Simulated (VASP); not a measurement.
# MnPt2 (P-3m1) in VASP: notebook, part 2 of 2

VASP 6.6.1. The steps go on from the part before.

## 4. Single point, LDA, collinear spin, ferromagnetic start

This run uses another cell than the first one, of 13.83 Å³/atom, 0.977 times its volume.

Contents of INCAR:

```
SYSTEM = MnPt2
  ALGO = Normal
  EDIFF = 1E-6
  ENCUT = 520
  GGA = CA
  ISIF = 2
  ISMEAR = -1
  ISPIN = 2
  LASPH = .TRUE.
  LCHARG = .FALSE.
  LMAXMIX = 4
  LORBIT = 11
  LREAL = .FALSE.
  LWAVE = .FALSE.
  MAGMOM = 0 0 4
  NBANDS = 28
  NELM = 150
  PREC = Accurate
  SIGMA = 0.05
```

Contents of KPOINTS:

```
k-points
0
G
  11 11 4
  0 0 0
```

Contents of POSCAR:

```
MnPt2
1.0
    2.7106550050      0.0000000000      0.0000000000
   -1.3553275025      2.3474960952      0.0000000000
    0.0000000000      0.0000000000      6.5191020932
Pt Mn
2 1
Direct
    0.6666666667      0.3333333333      0.3163243821
    0.3333333333      0.6666666667      0.6836756179
    0.0000000000      0.0000000000      0.0000000000
```

Potentials or basis: VASP PAW LDA potentials, release 64 (Pt, Mn_pv).

On the command line:

```
$ cat potpaw_LDA.64/Pt/POTCAR potpaw_LDA.64/Mn_pv/POTCAR > POTCAR
$ mpirun -np 1 vasp_std > vasp.out
```

OUTCAR:

```text
SYSTEM = MnPt2
   EDIFF = 1E-6
   ENCUT = 520
   GGA = CA
   ISIF = 2
   ISMEAR = -1
   ISPIN = 2
   LASPH = .TRUE.
   LORBIT = 11
   LREAL = .FALSE.
   NELM = 150
   PREC = Accurate

 ion  position               nearest neighbor table
   1  0.667  0.333  0.316-   3 2.59   3 2.59   3 2.59   2 2.86   2 2.86   2 2.86
   2  0.333  0.667  0.684-   3 2.59   3 2.59   3 2.59   1 2.86   1 2.86   1 2.86
   3  0.000  0.000  0.000-   1 2.59   2 2.59   2 2.59   1 2.59   1 2.59   2 2.59

  LATTYP: Found a hexagonal cell.
 ALAT       =     2.7106550050
 C/A-ratio  =     2.4049914435

  Lattice vectors:

 A1 = (   2.7106550050,   0.0000000000,   0.0000000000)
 A2 = (  -1.3553275025,   2.3474960952,   0.0000000000)
 A3 = (   0.0000000000,   0.0000000000,   6.5191020932)

Analysis of symmetry for initial positions (statically):
=====================================================================
 Subroutine PRICEL returns:
 Original cell was already a primitive cell.

 Routine SETGRP: Setting up the symmetry group for a
 hexagonal supercell.

 Subroutine GETGRP returns: Found 12 space group operations
 (whereof 12 operations were pure point group operations)
 out of a pool of 24 trial point group operations.

The static configuration has the point symmetry D_3d.

Analysis of symmetry for dynamics (positions and initial velocities):
=====================================================================
 Subroutine PRICEL returns:
 Original cell was already a primitive cell.

 Routine SETGRP: Setting up the symmetry group for a
 hexagonal supercell.

 Subroutine GETGRP returns: Found 12 space group operations
 (whereof 12 operations were pure point group operations)
 out of a pool of 24 trial point group operations.

The dynamic configuration has the point symmetry D_3d.

Analysis of structural, dynamic, and magnetic symmetry:
=====================================================================
 Subroutine PRICEL returns:
 Original cell was already a primitive cell.

 Routine SETGRP: Setting up the symmetry group for a
 hexagonal supercell.

 Subroutine GETGRP returns: Found 12 space group operations
 (whereof 12 operations were pure point group operations)
 out of a pool of 24 trial point group operations.

The overall configuration has the point symmetry D_3d.

 Subroutine INISYM returns: Found 12 space group operations
 (whereof 12 operations are pure point group operations),
 and found     1 'primitive' translations

----------------------------------------------------------------------------------------

                                     Primitive cell

  volume of cell :      41.4827

  direct lattice vectors                    reciprocal lattice vectors
     2.710655005  0.000000000  0.000000000     0.368914524  0.212992900  0.000000000
    -1.355327503  2.347496095  0.000000000     0.000000000  0.425985799  0.000000000
     0.000000000  0.000000000  6.519102093     0.000000000  0.000000000  0.153395358

  length of vectors
     2.710655005  2.710655005  6.519102093     0.425985799  0.425985799  0.153395358

  position of ions in fractional coordinates (direct lattice)
     0.666666667  0.333333333  0.316324382
     0.333333333  0.666666667  0.683675618
[... 68 lines left out ...]
   NGXF,Y,Z  is equivalent  to a cutoff of  24.53, 24.53, 24.48 a.u.
 SYSTEM =  MnPt2
   PREC   = accura    normal or accurate (medium, high low for compatibility)
   ISTART =      0    job   : 0-new  1-cont  2-samecut
   ICHARG =      2    charge: 1-file 2-atom 10-const
   ISPIN  =      2    spin polarized calculation?
   LNONCOLLINEAR =      F non collinear calculations
   LSORBIT =      F    spin-orbit coupling
   LASPH  =      T    aspherical Exc in radial PAW
   ENCUT  =  520.0 eV  38.22 Ry    6.18 a.u.   5.04  5.04 12.12*2*pi/ulx,y,z
   NELM   =    150;   NELMIN=  2; NELMDL= -5     # of ELM steps
   EDIFF  = 0.1E-05   stopping-criterion for ELM
   LREAL  =      F    real-space projection
   EDIFFG = 0.1E-04   stopping-criterion for IOM
   NSW    =      0    number of steps for IOM
   IBRION =     -1    ionic relax: 0-MD 1-quasi-New 2-CG
   NFREE  =      0    steps in history (QN), initial steepest desc. (CG)
   ISIF   =      2    stress and relaxation
   ISYM   =      2    0-nonsym 1-usesym 2-fastsym
   POTIM  = 0.5000    time-step for ionic-motion
   TEBEG  =    0.0;   TEEND  =   0.0 temperature during run
   PSTRESS=    0.0 pullay stress
   NELECT =      33.0000    total number of electrons
   NUPDOWN=      -1.0000    fix difference up-down
   EMIN   =  10.00;   EMAX   =-10.00  energy-range for DOS
   EFERMI =   0.00;   METHOD = LEGACY
   ISMEAR =    -1;   SIGMA  =   0.05  broadening in eV -4-tet -1-fermi 0-gaus
   EFERMI_NEDOS =   21; number of points for ismear=-14 and -15
   IALGO  =     38    algorithm
   IMIX   =      4    mixing-type and parameters
     AMIX     =   0.40;   BMIX     =  1.00
     AMIX_MAG =   1.60;   BMIX_MAG =  1.00
  volume/ion in A,a.u.               =      13.83        93.31
  Fermi-wavevector in a.u.,A,eV,Ry     =   1.516901  2.866527 31.306842  2.300988
  Thomas-Fermi vector in A             =   2.626228
   LORBIT       =     11    0 simple, 1 ext, 2 COOP (PROOUT), +10 PAW based schemes
   GGA     = CA    functional components
   LHFCALC =     F    Hartree Fock is set to
   AEXX    =    0.0000 exact exchange contribution
   IVDW    =     0    specifies the selected vdW correction
   LEPSILON=     F    determine dielectric tensor
   LRPA    =     F    only Hartree local field effects (RPA)
 spin polarized calculation
  energy-cutoff  :      520.00
  volume of cell :       41.48
 maximum number of plane-waves:      1134
   NGX = 11   NGY = 11   NGZ = 25

 number of electron      33.0000021 magnetization       2.9936583

 Free energy of the ion-electron system (eV)
  ---------------------------------------------------
  ext. energy  EPLUGINS =         0.00000000
  ---------------------------------------------------
  free energy    TOTEN  =       -25.23930437 eV

  energy without entropy =      -25.20179464  energy(sigma->0) =      -25.22054950

 E-fermi :  11.1023     XC(G=0): -13.7563

 val. band max:       11.1008873979   @ k =   0.3636   0.2727   0.5000
 cond. band min:      11.1086725994   @ k =   0.3636  -0.0000   0.5000
 fundamental gap:      0.0077852015
 Fermi energy:        11.1022789360

 spin component 1

 k-point     1 :       0.0000    0.0000    0.0000
  band No.  band energies     occupation
      1     -37.7108      1.00000
      2     -37.4135      1.00000
      3     -37.4135      1.00000
      4       0.8036      1.00000
      5       2.8500      1.00000
      6       4.6979      1.00000
[... 733 lines left out ...]
     27      25.3687      0.00000
     28      27.1106      0.00000

 [... further k-points ...]

 spin component 2

 k-point     1 :       0.0000    0.0000    0.0000
  band No.  band energies     occupation
      1     -35.2197      1.00000
      2     -34.8905      1.00000
      3     -34.8905      1.00000
      4       0.9580      1.00000
      5       2.9474      1.00000
      6       5.0948      1.00000
[... 733 lines left out ...]
     27      25.6935      0.00000
     28      27.3283      0.00000

 [... further k-points ...]
[... 5 lines left out ...]
  --------------------------------------------------------------------------------------
  -------------------------------------------------------------------------------------
  Total       -0.1297995     -0.1297995     -0.1074356      0.0000000      0.0000000     -0.0000000
  in kB       -5.0132178     -5.0132178     -4.1494615      0.0000000      0.0000000     -0.0000000
  external PRESSURE =      -4.7252990 kB  Pullay stress =       0.0000000 kB

 VOLUME and BASIS-vectors are now :
 -----------------------------------------------------------------------------
  energy-cutoff  :      520.00
  volume of cell :       41.48
      direct lattice vectors                 reciprocal lattice vectors
     2.710655005  0.000000000  0.000000000     0.368914524  0.212992900  0.000000000
    -1.355327503  2.347496095  0.000000000     0.000000000  0.425985799  0.000000000
     0.000000000  0.000000000  6.519102093     0.000000000  0.000000000  0.153395358

 POSITION                                       TOTAL-FORCE (eV/Angst)
 -----------------------------------------------------------------------------------
      1.35533      0.78250      2.06215        -0.000000      0.000000     -0.030383
     -0.00000      1.56500      4.45695         0.000000     -0.000000      0.030383
      0.00000      0.00000      0.00000         0.000000      0.000000      0.000000
 -----------------------------------------------------------------------------------
    total drift:                               -0.000000      0.000000      0.000000

  FREE ENERGIE OF THE ION-ELECTRON SYSTEM (eV)
  ---------------------------------------------------
  free  energy   TOTEN  =       -25.2393043738 eV

  energy  without entropy=      -25.2017946355  energy(sigma->0) =      -25.22054950

 total charge

# of ion       s       p       d       tot
------------------------------------------
    1        0.709   0.675   8.077   9.461
    2        0.709   0.675   8.077   9.461
    3        0.343   6.306   5.088  11.737
--------------------------------------------------
tot          1.761   7.655  21.243  30.659

 magnetization (x)

# of ion       s       p       d       tot
------------------------------------------
    1       -0.011   0.004   0.180   0.173
    2       -0.011   0.004   0.180   0.173
    3        0.005   0.017   2.514   2.537
--------------------------------------------------
tot         -0.016   0.024   2.874   2.882
```

OSZICAR:

```text
N       E                     dE             d eps       ncg     rms          rms(c)
DAV:   1     0.283104172054E+03    0.28310E+03   -0.16995E+04  6504   0.130E+03
DAV:   2    -0.140527849456E+02   -0.29716E+03   -0.27575E+03  6580   0.353E+02
DAV:   3    -0.268946098334E+02   -0.12842E+02   -0.12471E+02  7336   0.802E+01
DAV:   4    -0.270353567645E+02   -0.14075E+00   -0.14063E+00  7396   0.822E+00
DAV:   5    -0.270376934584E+02   -0.23367E-02   -0.23366E-02  7196   0.109E+00    0.235E+01
DAV:   6    -0.253793757918E+02    0.16583E+01   -0.47683E+00  7116   0.225E+01    0.105E+01
DAV:   7    -0.278160335550E+02   -0.24367E+01   -0.10558E+01  7900   0.315E+01    0.222E+01
DAV:   8    -0.252177342130E+02    0.25983E+01   -0.43747E+00  7548   0.182E+01    0.477E+00
DAV:   9    -0.252613195543E+02   -0.43585E-01   -0.12790E-01  7272   0.305E+00    0.316E+00
DAV:  10    -0.252405182492E+02    0.20801E-01   -0.11267E-01  7916   0.259E+00    0.114E+00
DAV:  11    -0.252384317094E+02    0.20865E-02   -0.14925E-02  7612   0.116E+00    0.278E-01
DAV:  12    -0.252389885971E+02   -0.55689E-03   -0.42632E-04  7412   0.151E-01    0.161E-01
DAV:  13    -0.252392523893E+02   -0.26379E-03   -0.34303E-04  7460   0.124E-01    0.160E-01
DAV:  14    -0.252393132084E+02   -0.60819E-04   -0.19606E-04  7152   0.117E-01    0.773E-02
DAV:  15    -0.252393021253E+02    0.11083E-04   -0.40747E-05  7588   0.533E-02    0.215E-02
DAV:  16    -0.252393044162E+02   -0.22909E-05   -0.10066E-05  6708   0.278E-02    0.870E-03
DAV:  17    -0.252393043738E+02    0.42358E-07   -0.70479E-07  3744   0.778E-03
   1 F= -.25239304E+02 E0= -.25220550E+02  d E =-.375097E-01  mag=     2.9940
```

It took 57 s on 1 thread of Intel Xeon 6975P-C, shared host; peak memory 0.22 GiB.

Results:

- Free energy: -25.2393 eV
- Pressure: -0.5 GPa
- Largest force: 0.030 eV/Å
- Band gap on the k mesh: zero (filled and empty bands overlap)
- Net moment: 2.99 μB per cell
- Site moments: Pt +0.17; Mn +2.54 μB
- Valence electrons inside the program's atomic spheres: Pt 9.46; Mn 11.74

Forces in eV/Å, atoms in the order of the input:
```
Pt   0.000  0.000 -0.030
Pt   0.000  0.000  0.030
Mn   0.000  0.000  0.000
```

Levels at points of the mesh, in eV from the Fermi level:
Spin up:
```csv
k point,band 16,band 17,band 18,band 19,band 20,band 21
"(0.00, 0.00, 0.00)",-1.20,-1.20,-1.19,-1.19,-0.39,-0.39
"(0.00, 0.00, 0.50)",-1.90,-1.24,-1.24,-0.38,0.11,0.11
```
Spin down:
```csv
k point,band 12,band 13,band 14,band 15,band 16,band 17,band 18,band 19,band 20,band 21
"(0.00, 0.00, 0.00)",-2.95,-2.14,-2.14,-1.08,-1.08,-0.45,0.66,0.66,1.63,1.63
"(0.00, 0.00, 0.50)",-1.79,-1.79,-1.66,-1.66,-0.85,-0.14,0.71,0.71,1.81,1.81
```

Caveat: spin-orbit coupling is left out, which moves the levels of the heavy elements.

## 5. Single point, PBE+D3(BJ), collinear spin, ferromagnetic start

This run uses another cell than the first one, of 14.78 Å³/atom, 1.044 times its volume.

Contents of INCAR:

```
SYSTEM = MnPt2
  ALGO = Normal
  EDIFF = 1E-7
  ENCUT = 520
  GGA = PE
  ISIF = 2
  ISMEAR = -1
  ISPIN = 2
  IVDW = 12
  LASPH = .True.
  LCHARG = .False.
  LMAXMIX = 4
  LORBIT = 11
  LREAL = .False.
  LWAVE = .False.
  MAGMOM = 0 0 4
  NBANDS = 28
  NELM = 150
  PREC = Accurate
  SIGMA = 0.05
```

Contents of KPOINTS:

```
k-points
0
Gamma
  11 11 4
  0 0 0
```

Contents of POSCAR:

```
MnPt2
1.0
    2.7950663873      0.0000000000      0.0000000000
   -1.3975331936      2.4205984966      0.0000000000
    0.0000000000      0.0000000000      6.5531921795
Pt Mn
2 1
Direct
    0.6666666667      0.3333333333      0.3171266824
    0.3333333333      0.6666666667      0.6828733176
    0.0000000000      0.0000000000      0.0000000000
```

Potentials or basis: VASP PAW PBE potentials, release 64 (Pt, Mn_pv).

On the command line:

```
$ cat potpaw_PBE.64/Pt/POTCAR potpaw_PBE.64/Mn_pv/POTCAR > POTCAR
$ mpirun -np 1 vasp_std > vasp.out
```

Wall time 2 min (1 thread of Intel Xeon 6975P-C, shared host); peak memory 0.28 GiB.

It converged, with:

```yaml
Free_energy: -23.5424 eV
Pressure: -0.1 GPa
Largest_force: 0.013 eV/Å
Net_moment: 4.35 μB per cell
Site_moments: Pt +0.28; Mn +3.63 μB
Valence_electrons_inside_the_program's_atomic_spheres: Pt 9.32; Mn 11.60
Dispersion_energy_per_atom: -0.590 eV
```

Forces in eV/Å, atoms in the order of the input:
```
Pt   0.000  0.000  0.013
Pt   0.000  0.000 -0.013
Mn   0.000  0.000  0.000
```

Stress tensor (GPa, compression positive):
```
-0.21  0.00  0.00
 0.00 -0.21  0.00
 0.00  0.00 -0.03
```

Levels at points of the mesh, in eV from the Fermi level:
Spin up:
| k point | band 17 | band 18 | band 19 | band 20 | band 21 | band 22 |
| --- | --- | --- | --- | --- | --- | --- |
| (0.00, 0.00, 0.00) | -1.56 | -1.06 | -1.06 | -0.75 | -0.75 | 10.00 |
| (0.00, 0.00, 0.50) | -1.68 | -1.68 | -0.11 | -0.11 | -0.05 | 6.08 |
Spin down:
```tsv
k point	band 13	band 14	band 15	band 16	band 17	band 18
(0.00, 0.00, 0.00)	-1.88	-1.88	-0.90	-0.90	0.49	1.30
(0.00, 0.00, 0.50)	-1.59	-1.38	-1.38	0.05	0.19	1.35
```

Caveat: spin-orbit coupling is left out, which moves the levels of the heavy elements; pairwise dispersion overbinds metals, which lowers pressure and volume.

## 6. Overview

```tsv
level	potentials or basis	cell	gap on the mesh (eV)	pressure (GPa)	moment (μB)	largest force (eV/Å)
PBEsol	VASP PAW PBE potentials, release 64 (Pt, Mn_pv)	a = 2.743, b = 2.743, c = 6.516 Å, angles 90.0, 90.0, 120.0°, 3 atoms	none	5.0	3.94	0.01
PBEsol	VASP PAW PBE potentials, release 64 (Pt, Mn_pv)	a = 2.761, b = 2.761, c = 6.533 Å, angles 90.0, 90.0, 120.0°, 3 atoms	none	2.0	4.08	0.01
LDA	VASP PAW LDA potentials, release 64 (Pt, Mn_pv)	a = 2.711, b = 2.711, c = 6.519 Å, angles 90.0, 90.0, 120.0°, 3 atoms	none	-0.5	2.99	0.03
PBE+D3(BJ)	VASP PAW PBE potentials, release 64 (Pt, Mn_pv)	a = 2.795, b = 2.795, c = 6.553 Å, angles 90.0, 90.0, 120.0°, 3 atoms	none	-0.1	4.35	0.01
```

Alike in all rows: task single point; spin collinear, ferromagnetic start; k mesh 11 × 11 × 4; cutoff (eV) 520; smearing fermi-dirac 0.05 eV.

Caveats: spin-orbit coupling is left out, which moves the levels of the heavy elements; the PAW data sets were made with another functional, which shifts forces and pressure a little (some runs); pairwise dispersion overbinds metals, which lowers pressure and volume (some runs).

Absolute energies hang on the potentials; compare differences alone.
